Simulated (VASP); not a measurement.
A run of VASP 6.6.1 is set up as follows.

Contents of INCAR:

```
PREC     = Accurate       # precision mode
ENCUT    = 520            # plane-wave cutoff, eV
EDIFF    = 1E-6           # SCF threshold, eV
ISMEAR   = -1             # smearing method
SIGMA    = 0.05           # smearing width, eV
LREAL    = False          # projectors in reciprocal space
LASPH    = True           # aspherical terms in the spheres
NELM     = 60             # most SCF steps
ALGO     = Fast           # electronic algorithm
ISIF     = 2              # what is computed and relaxed
LWAVE    = False          # write WAVECAR
LCHARG   = False          # write CHGCAR
GGA      = PE             # functional
NBANDS   = 13             # bands
```

File KPOINTS:

```
Automatic mesh
0
Gamma
  9 9 9
```

POSCAR

```
Pb
1.0
   -1.9926193835      1.9926193835      1.9926193835
    1.9926193835     -1.9926193835      1.9926193835
    1.9926193835      1.9926193835     -1.9926193835
Pb
1
Direct
    0.0000000000      0.0000000000      0.0000000000
```

Potentials or basis: VASP PAW PBE potentials, release 64 (Pb_d).

Launch:

```sh
$ cat potpaw_PBE.64/Pb_d/POTCAR > POTCAR
$ mpirun -np 1 vasp_std > vasp.out
```

(1) Predict the band gap on the k mesh.

(2) Estimate the pressure.

Results:

(1) zero (bands 7 and 8 overlap by 9.22 eV).

(2) 0.0 GPa.

Caveat: spin-orbit coupling is left out, which moves the levels of the heavy elements.
